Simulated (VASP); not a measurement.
# MgSiH2O4 (Pm) in VASP: a series of runs

MgSiH2O4 is run at these levels: revPBE+D3(BJ), revPBE; tasks: single point.

Program: VASP 6.6.1. These are calculated values, not measurements. Logs are shortened: lines on timing, memory, paths and dates and some standing lists are left out, and cuts for length are marked.

**1. The cell of the first run**

Symmetry: Pm, No. 6, monoclinic system. Conventional cell: a = 4.335 Å, b = 2.860 Å, c = 4.801 Å, α = 90.00°, β = 93.34°, γ = 90.00°. Within 2.7 Å of Mg (site symmetry m) lie 6 O at 2.00 to 2.20 Å and 6 H at 2.40 to 2.69 Å. Si (site symmetry m) has 6 O at 1.71 to 1.94 Å within 2.3 Å. Within 1.4 Å of H (site symmetry m) lie 1 O at 1.05 Å. H (site symmetry m) has 1 O at 1.06 Å within 1.4 Å. Within 2.0 Å of O (site symmetry m) lie 1 H at 1.50 Å and 1 Si at 1.71 Å. O (site symmetry m) has 1 H at 1.06 Å within 1.4 Å. O (site symmetry m) has 1 H at 1.05 Å within 1.4 Å. O (site symmetry m) has 1 H at 1.44 Å and 2 Si at 1.83 Å within 1.9 Å.

**2. Single point, revPBE+D3(BJ)**

The input, INCAR:

```
PREC     = Accurate       # precision mode
ENCUT    = 520            # plane-wave cutoff, eV
EDIFF    = 1E-6           # SCF threshold, eV
ISMEAR   = 0              # smearing method
SIGMA    = 0.01           # smearing width, eV
LREAL    = False          # projectors in reciprocal space
LASPH    = True           # aspherical terms in the spheres
NELM     = 80             # most SCF steps
ALGO     = Normal         # electronic algorithm
ISIF     = 2              # what is computed and relaxed
LWAVE    = False          # write WAVECAR
LCHARG   = False          # write CHGCAR
GGA      = RE             # functional
IVDW     = 12             # dispersion correction
NBANDS   = 26             # bands
```

The input, KPOINTS:

```
Automatic mesh
0
Gamma
  6 8 6
```

The input, POSCAR:

```
MgSiH2O4
1.0
    4.3350540000      0.0000000000      0.0000000000
    0.0000000000      2.8596080000      0.0000000000
   -0.2798850000      0.0000000000      4.7929770000
Mg Si H O
1 1 2 4
Direct
    0.5003580000      0.5000000000      0.4753870000
    0.0009840000      0.0000000000      0.0024690000
    0.9785170000      0.0000000000      0.5169080000
    0.4653540000      0.5000000000      0.9714580000
    0.2237060000      0.0000000000      0.3090920000
    0.2480940000      0.5000000000      0.8594230000
    0.8025930000      0.0000000000      0.6586460000
    0.7718940000      0.5000000000      0.1064160000
```

Potentials or basis: VASP PAW PBE potentials, release 64 (Mg, Si, H, O).

The run is started by

```sh
> cat potpaw_PBE.64/Mg/POTCAR potpaw_PBE.64/Si/POTCAR potpaw_PBE.64/H/POTCAR potpaw_PBE.64/O/POTCAR > POTCAR
> mpirun -np 1 vasp_std > vasp.out
```

OUTCAR:

```text
PREC = Accurate
   ENCUT = 520
   EDIFF = 1E-6
   ISMEAR = 0
   LREAL = False
   LASPH = True
   NELM = 80
   ISIF = 2
   GGA = RE
   IVDW = 12
 IVDW          = 12

 ion  position               nearest neighbor table
   1  0.500  0.500  0.475-   5 2.00   5 2.00   7 2.10   7 2.10   8 2.18   6 2.20   2 3.36   2 3.36

   2  0.001  0.000  0.002-   5 1.71   7 1.82   8 1.83   8 1.83   6 1.94   6 1.94   1 3.36   1 3.36

   3  0.979  0.000  0.517-   7 1.05
   4  0.465  0.500  0.971-   6 1.06
   5  0.224  0.000  0.309-   2 1.71   1 2.00   1 2.00
   6  0.248  0.500  0.859-   4 1.06   2 1.94   2 1.94   1 2.20
   7  0.803  0.000  0.659-   3 1.05   2 1.82   1 2.10   1 2.10
   8  0.772  0.500  0.106-   2 1.83   2 1.83   1 2.18

  LATTYP: Found a simple monoclinic cell.
 ALAT       =     4.3350540000
 B/A-ratio  =     0.6596476076
 C/A-ratio  =     1.1075160682
 COS(beta)  =    -0.0582955060

  Lattice vectors:

 A1 = (   4.3350540000,   0.0000000000,   0.0000000000)
 A2 = (   0.0000000000,   2.8596080000,   0.0000000000)
 A3 = (  -0.2798850000,   0.0000000000,   4.7929770000)

Analysis of symmetry for initial positions (statically):
=====================================================================
 Subroutine PRICEL returns:
 Original cell was already a primitive cell.

 Routine SETGRP: Setting up the symmetry group for a
 simple monoclinic supercell.

 Subroutine GETGRP returns: Found  2 space group operations
 (whereof  2 operations were pure point group operations)
 out of a pool of  4 trial point group operations.

The static configuration has the point symmetry C_1h.

Analysis of symmetry for dynamics (positions and initial velocities):
=====================================================================
 Subroutine PRICEL returns:
 Original cell was already a primitive cell.

 Routine SETGRP: Setting up the symmetry group for a
 simple monoclinic supercell.

 Subroutine GETGRP returns: Found  2 space group operations
 (whereof  2 operations were pure point group operations)
 out of a pool of  4 trial point group operations.

The dynamic configuration has the point symmetry C_1h.

 Subroutine INISYM returns: Found  2 space group operations
 (whereof  2 operations are pure point group operations),
 and found     1 'primitive' translations

----------------------------------------------------------------------------------------

                                     Primitive cell

  volume of cell :      59.4164

  direct lattice vectors                    reciprocal lattice vectors
     4.335054000  0.000000000  0.000000000     0.230677634  0.000000000  0.013470378
     0.000000000  2.859608000  0.000000000     0.000000000  0.349698280  0.000000000
    -0.279885000  0.000000000  4.792977000     0.000000000  0.000000000  0.208638598

  length of vectors
     4.335054000  2.859608000  4.801141962     0.231070599  0.349698280  0.208638598

  position of ions in fractional coordinates (direct lattice)
     0.500358000  0.500000000  0.475387000
     0.000984000  0.000000000  0.002469000
     0.978517000  0.000000000  0.516908000
     0.465354000  0.500000000  0.971458000
     0.223706000  0.000000000  0.309092000
     0.248094000  0.500000000  0.859423000
     0.802593000  0.000000000  0.658646000
     0.771894000  0.500000000  0.106416000

  ion indices of the primitive-cell ions
   primitive index   ion index
                 1           1
                 2           2
                 3           3
                 4           4
                 5           5
                 6           6
                 7           7
                 8           8

----------------------------------------------------------------------------------------

 KPOINTS: Automatic mesh

Automatic generation of k-mesh.
 Grid dimensions read from file:
 generate k-points for:    6    8    6

 Generating k-lattice:

  Cartesian coordinates                     Fractional coordinates (reciprocal lattice)
     0.038446272  0.000000000  0.002245063     0.166666667  0.000000000  0.000000000
     0.000000000  0.043712285  0.000000000     0.000000000  0.125000000  0.000000000
     0.000000000  0.000000000  0.034773100     0.000000000  0.000000000  0.166666667

  Length of vectors
     0.038511767  0.043712285  0.034773100

  Shift w.r.t. Gamma in fractional coordinates (k-lattice)
     0.000000000  0.000000000  0.000000000

 Subroutine IBZKPT returns following result:
 ===========================================

 Found    100 irreducible k-points:

 Following reciprocal coordinates:
            Coordinates               Weight
  0.000000  0.000000  0.000000      1.000000
  0.166667  0.000000 -0.000000      2.000000
  0.333333  0.000000 -0.000000      2.000000
  0.500000  0.000000 -0.000000      1.000000
  0.000000  0.125000  0.000000      2.000000
  0.166667  0.125000 -0.000000      4.000000
[... 16 lines left out ...]
  0.333333  0.000000  0.166667      2.000000
  0.500000  0.000000  0.166667      2.000000
 [... further k-points ...]
   k-points           NKPTS =    100   k-points in BZ     NKDIM =    100   number of bands    NBANDS=     26
   number of dos      NEDOS =    301   number of ions     NIONS =      8
   total plane-waves  NPLWV =  27648
   dimension x,y,z NGX =    32 NGY =   24 NGZ =   36
   dimension x,y,z NGXF=    64 NGYF=   48 NGZF=   72
   ions per type =               1   1   2   4
   NGX,Y,Z   is equivalent  to a cutoff of  12.27, 13.95, 12.47 a.u.
   NGXF,Y,Z  is equivalent  to a cutoff of  24.54, 27.91, 24.93 a.u.
 SYSTEM =  unknown system
   PREC   = accura    normal or accurate (medium, high low for compatibility)
   ISTART =      0    job   : 0-new  1-cont  2-samecut
   ICHARG =      2    charge: 1-file 2-atom 10-const
   ISPIN  =      1    spin polarized calculation?
   LNONCOLLINEAR =      F non collinear calculations
   LSORBIT =      F    spin-orbit coupling
   LASPH  =      T    aspherical Exc in radial PAW
   ENCUT  =  520.0 eV  38.22 Ry    6.18 a.u.   8.06  5.32  8.93*2*pi/ulx,y,z
   NELM   =     80;   NELMIN=  2; NELMDL= -5     # of ELM steps
   EDIFF  = 0.1E-05   stopping-criterion for ELM
   LREAL  =      F    real-space projection
   EDIFFG = 0.1E-04   stopping-criterion for IOM
   NSW    =      0    number of steps for IOM
   IBRION =     -1    ionic relax: 0-MD 1-quasi-New 2-CG
   NFREE  =      0    steps in history (QN), initial steepest desc. (CG)
   ISIF   =      2    stress and relaxation
   ISYM   =      2    0-nonsym 1-usesym 2-fastsym
   POTIM  = 0.5000    time-step for ionic-motion
   TEBEG  =    0.0;   TEEND  =   0.0 temperature during run
   PSTRESS=    0.0 pullay stress
   NELECT =      32.0000    total number of electrons
   NUPDOWN=      -1.0000    fix difference up-down
   EMIN   =  10.00;   EMAX   =-10.00  energy-range for DOS
   EFERMI =   0.00;   METHOD = LEGACY
   ISMEAR =     0;   SIGMA  =   0.01  broadening in eV -4-tet -1-fermi 0-gaus
   EFERMI_NEDOS =   21; number of points for ismear=-14 and -15
   IALGO  =     38    algorithm
   IMIX   =      4    mixing-type and parameters
     AMIX     =   0.40;   BMIX     =  1.00
     AMIX_MAG =   1.60;   BMIX_MAG =  1.00
  volume/ion in A,a.u.               =       7.43        50.12
  Fermi-wavevector in a.u.,A,eV,Ry     =   1.331954  2.517029 24.138132  1.774103
  Thomas-Fermi vector in A             =   2.460926
   LORBIT       =      0    0 simple, 1 ext, 2 COOP (PROOUT), +10 PAW based schemes
   GGA     = RE    functional components
   LHFCALC =     F    Hartree Fock is set to
   AEXX    =    0.0000 exact exchange contribution
   IVDW    =    12    specifies the selected vdW correction
   LEPSILON=     F    determine dielectric tensor
   LRPA    =     F    only Hartree local field effects (RPA)
 non-spin polarized calculation
 Gauss-broadening in eV      SIGMA  =   0.01
  energy-cutoff  :      520.00
  volume of cell :       59.42
 maximum number of plane-waves:      1624
   NGX = 17   NGY = 11   NGZ = 17

 number of electron      32.0000008 magnetization

 Free energy of the ion-electron system (eV)
  ---------------------------------------------------
  ext. energy  EPLUGINS =         0.00000000
  ---------------------------------------------------
  free energy    TOTEN  =       -47.69323488 eV

  energy without entropy =      -47.69323488  energy(sigma->0) =      -47.69323488

 E-fermi :   4.1377     XC(G=0): -10.9380

 val. band max:        4.0955737897   @ k =   0.0000   0.0000   0.5000
 cond. band min:       8.9579892665   @ k =   0.0000   0.0000   0.0000
 fundamental gap:      4.8624154768
 Fermi energy:         4.1376954835

 k-point     1 :       0.0000    0.0000    0.0000
  band No.  band energies     occupation
      1     -16.3508      2.00000
      2     -14.0628      2.00000
      3     -13.4040      2.00000
      4     -12.5575      2.00000
      5      -4.3403      2.00000
      6      -2.7213      2.00000
[... 18 lines left out ...]
     25      17.7321      0.00000
     26      19.9656      0.00000

 k-point     2 :       0.1667    0.0000   -0.0000
  band No.  band energies     occupation
      1     -16.2408      2.00000
      2     -14.1651      2.00000
      3     -13.4754      2.00000
      4     -12.5844      2.00000
      5      -4.0308      2.00000
      6      -2.7737      2.00000
[... 18 lines left out ...]
     25      17.6623      0.00000
     26      19.7182      0.00000

 k-point     3 :       0.3333    0.0000   -0.0000
  band No.  band energies     occupation
      1     -15.9509      2.00000
      2     -14.5001      2.00000
      3     -13.5733      2.00000
      4     -12.6067      2.00000
      5      -3.6133      2.00000
      6      -2.6537      2.00000
[... 18 lines left out ...]
     25      18.1537      0.00000
     26      19.4513      0.00000

 k-point     4 :       0.5000    0.0000   -0.0000
  band No.  band energies     occupation
      1     -15.7222      2.00000
      2     -14.7740      2.00000
      3     -13.6022      2.00000
      4     -12.6082      2.00000
      5      -3.5723      2.00000
      6      -2.6135      2.00000
[... 18 lines left out ...]
     25      18.3306      0.00000
     26      19.2397      0.00000

 k-point     5 :       0.0000    0.1250    0.0000
  band No.  band energies     occupation
      1     -16.2137      2.00000
      2     -14.0509      2.00000
      3     -13.3325      2.00000
      4     -12.5320      2.00000
      5      -4.2235      2.00000
      6      -2.6874      2.00000
[... 18 lines left out ...]
     25      18.1818      0.00000
     26      19.7565      0.00000

 k-point     6 :       0.1667    0.1250   -0.0000
  band No.  band energies     occupation
      1     -16.1057      2.00000
      2     -14.1388      2.00000
      3     -13.4115      2.00000
      4     -12.5592      2.00000
      5      -3.9358      2.00000
      6      -2.7085      2.00000
[... 427 lines left out ...]
 k-point    21 :       0.0000    0.0000    0.1667
  band No.  band energies     occupation
      1     -16.2905      2.00000
      2     -14.1792      2.00000
      3     -13.4488      2.00000
      4     -12.4844      2.00000
      5      -4.2894      2.00000
      6      -2.5881      2.00000
[... 18 lines left out ...]
     25      17.8448      0.00000
     26      19.5198      0.00000

 k-point    22 :       0.1667    0.0000    0.1667
  band No.  band energies     occupation
      1     -16.1744      2.00000
      2     -14.2622      2.00000
      3     -13.5501      2.00000
      4     -12.5107      2.00000
      5      -3.9503      2.00000
      6      -2.6137      2.00000
[... 18 lines left out ...]
     25      17.7938      0.00000
     26      19.4625      0.00000

 k-point    23 :       0.3333    0.0000    0.1667
  band No.  band energies     occupation
      1     -15.8824      2.00000
      2     -14.5157      2.00000
      3     -13.7180      2.00000
      4     -12.5545      2.00000
      5      -3.4507      2.00000
      6      -2.6645      2.00000
[... 18 lines left out ...]
     25      18.1955      0.00000
     26      19.1951      0.00000

 k-point    24 :       0.5000    0.0000    0.1667
  band No.  band energies     occupation
      1     -15.6654      2.00000
      2     -14.7463      2.00000
      3     -13.7481      2.00000
      4     -12.5938      2.00000
      5      -3.3994      2.00000
      6      -2.5045      2.00000
[... 18 lines left out ...]
     25      18.3757      0.00000
     26      18.6882      0.00000

 [... further k-points ...]

------------------------ aborting loop because EDIFF is reached ----------------------------------------

 Edisp (eV)   -2.86033

 E8    (eV) :    -1.7625

  FORCE on cell =-STRESS in cart. coord.  units (eV):
  Direction    XX          YY          ZZ          XY          YZ          ZX
  --------------------------------------------------------------------------------------
  -------------------------------------------------------------------------------------
  Total      -1.87686    -1.92265    -1.78430     0.00000     0.00000    -0.02387
  in kB     -50.60989   -51.84483   -48.11415     0.00000     0.00000    -0.64358
  external pressure =      -50.19 kB  Pullay stress =        0.00 kB

 VOLUME and BASIS-vectors are now :
 -----------------------------------------------------------------------------
  energy-cutoff  :      520.00
  volume of cell :       59.42
      direct lattice vectors                 reciprocal lattice vectors
     4.335054000  0.000000000  0.000000000     0.230677634  0.000000000  0.013470378
     0.000000000  2.859608000  0.000000000     0.000000000  0.349698280  0.000000000
    -0.279885000  0.000000000  4.792977000     0.000000000  0.000000000  0.208638598

 POSITION                                       TOTAL-FORCE (eV/Angst)
 -----------------------------------------------------------------------------------
      2.03603      1.42980      2.27852         0.011626      0.000000     -0.028870
      0.00357      0.00000      0.01183         0.021736      0.000000      0.025541
      4.09725      0.00000      2.47753        -0.063308      0.000000      0.077256
      1.74544      1.42980      4.65618        -0.150740      0.000000     -0.091138
      0.88327      0.00000      1.48147         0.082086      0.000000     -0.012487
      0.83496      1.42980      4.11919         0.191623      0.000000      0.003250
      3.29494      0.00000      3.15688        -0.024644      0.000000     -0.010301
      3.31642      1.42980      0.51005        -0.068379      0.000000      0.036750
 -----------------------------------------------------------------------------------
    total drift:                               -0.000112     -0.000000      0.000133

  FREE ENERGIE OF THE ION-ELECTRON SYSTEM (eV)
  ---------------------------------------------------
  free  energy   TOTEN  =       -50.5535656920 eV

  energy  without entropy=      -50.5535656920  energy(sigma->0) =      -50.55356569
```

Run time: 5.8 min. Hardware: 1 thread of Oxide Virtual Turin-like, shared host; peak memory 0.26 GiB.

What came out:

* Free energy: -50.5536 eV
* Pressure: -5.0 GPa
* Largest force: 0.192 eV/Å
* Band gap on the k mesh: 4.86 eV, indirect (least direct gap 4.90 eV)
* Dispersion energy per atom: -0.358 eV

Forces in eV/Å, atoms in the order of the input:
```
Mg   0.012  0.000 -0.029
Si   0.022  0.000  0.026
H   -0.063  0.000  0.077
H   -0.151  0.000 -0.091
O    0.082  0.000 -0.012
O    0.192  0.000  0.003
O   -0.025  0.000 -0.010
O   -0.068  0.000  0.037
```

Levels at points of the mesh, in eV from the valence-band top:
| k point | band 12 | band 13 | band 14 | band 15 | band 16 | band 17 | band 18 | band 19 | band 20 | band 21 |
| --- | --- | --- | --- | --- | --- | --- | --- | --- | --- | --- |
| (0.00, 0.00, 0.00) | -2.07 | -0.75 | -0.64 | -0.21 | -0.04 | 4.86 | 7.67 | 9.07 | 11.30 | 11.92 |
| (0.50, 0.00, 0.00) | -1.93 | -0.90 | -0.78 | -0.74 | -0.10 | 6.60 | 7.55 | 8.96 | 9.51 | 11.78 |
| (0.00, 0.50, 0.00) | -3.16 | -3.06 | -1.80 | -0.87 | -0.75 | 8.24 | 10.04 | 10.84 | 11.52 | 12.11 |
| (0.50, 0.50, 0.00) | -2.51 | -1.90 | -1.88 | -0.94 | -0.49 | 8.79 | 10.35 | 10.84 | 11.66 | 12.35 |
| (0.00, 0.00, 0.50) | -2.12 | -1.75 | -0.94 | -0.40 | 0.00 | 6.78 | 7.80 | 9.70 | 10.40 | 11.75 |
| (0.50, 0.00, 0.50) | -1.99 | -1.87 | -1.01 | -0.36 | -0.11 | 7.21 | 7.56 | 9.71 | 10.52 | 11.57 |
| (0.00, 0.50, 0.50) | -2.25 | -1.84 | -1.63 | -0.85 | -0.35 | 7.41 | 9.02 | 10.33 | 10.66 | 11.29 |
| (0.50, 0.50, 0.50) | -2.25 | -1.71 | -1.42 | -0.89 | -0.73 | 7.48 | 9.96 | 10.18 | 10.55 | 11.80 |

Caveat: the PAW data sets were made with another functional, which shifts forces and pressure a little. A k mesh can miss the band edges.

**3. Single point, revPBE**

The input, INCAR:

```
SYSTEM = MgSiH2O4
PREC = Accurate
ENCUT = 520
EDIFF = 1E-7
ISMEAR = 0
SIGMA = 0.01
LREAL = .FALSE.
LASPH = .TRUE.
NELM = 80
ALGO = Normal
ISIF = 2
LWAVE = .FALSE.
LCHARG = .FALSE.
GGA = RE
NBANDS = 26
```

The input, KPOINTS:

```
Automatic mesh
0
G
  6 8 6
  0 0 0
```

POSCAR is that of step 2.

Potentials or basis: VASP PAW PBE potentials, release 64 (Mg, Si, H, O).

The run is started by

```sh
> cat potpaw_PBE.64/Mg/POTCAR potpaw_PBE.64/Si/POTCAR potpaw_PBE.64/H/POTCAR potpaw_PBE.64/O/POTCAR > POTCAR
> mpirun -np 1 vasp_std > vasp.out
```

Run time: 6.7 min. Hardware: 1 thread of Oxide Virtual Turin-like, shared host; peak memory 0.24 GiB.

Results (log left out):

```
Free energy            : -47.6932 eV
Pressure               : 2.8 GPa
Largest force          : 0.177 eV/Å
Band gap on the k mesh : 4.86 eV, indirect (least direct gap 4.90 eV)
```

Forces on the atoms (eV/Å):
```
Mg   0.016  0.000 -0.039
Si   0.029  0.000  0.033
H   -0.066  0.000  0.075
H   -0.153  0.000 -0.087
O    0.085  0.000 -0.013
O    0.176  0.000  0.013
O   -0.030  0.000 -0.012
O   -0.057  0.000  0.031
```

Stress tensor (GPa, compression positive):
```
 2.74  0.00 -0.18
 0.00  2.75  0.00
-0.18  0.00  2.88
```

Levels at points of the mesh, in eV from the valence-band top:
| k point | band 12 | band 13 | band 14 | band 15 | band 16 | band 17 | band 18 | band 19 | band 20 | band 21 |
| --- | --- | --- | --- | --- | --- | --- | --- | --- | --- | --- |
| (0.00, 0.00, 0.00) | -2.07 | -0.75 | -0.64 | -0.21 | -0.04 | 4.86 | 7.66 | 9.07 | 11.30 | 11.92 |
| (0.50, 0.00, 0.00) | -1.93 | -0.90 | -0.78 | -0.74 | -0.10 | 6.60 | 7.55 | 8.96 | 9.51 | 11.78 |
| (0.00, 0.50, 0.00) | -3.16 | -3.06 | -1.80 | -0.87 | -0.75 | 8.24 | 10.04 | 10.84 | 11.52 | 12.11 |
| (0.50, 0.50, 0.00) | -2.51 | -1.90 | -1.88 | -0.94 | -0.49 | 8.79 | 10.35 | 10.84 | 11.66 | 12.35 |
| (0.00, 0.00, 0.50) | -2.12 | -1.75 | -0.94 | -0.40 | 0.00 | 6.78 | 7.80 | 9.70 | 10.40 | 11.75 |
| (0.50, 0.00, 0.50) | -1.99 | -1.87 | -1.01 | -0.36 | -0.11 | 7.21 | 7.56 | 9.71 | 10.52 | 11.57 |
| (0.00, 0.50, 0.50) | -2.25 | -1.84 | -1.63 | -0.85 | -0.35 | 7.41 | 9.02 | 10.33 | 10.66 | 11.29 |
| (0.50, 0.50, 0.50) | -2.25 | -1.71 | -1.42 | -0.89 | -0.73 | 7.48 | 9.96 | 10.18 | 10.55 | 11.80 |

Caveat: the PAW data sets were made with another functional, which shifts forces and pressure a little.
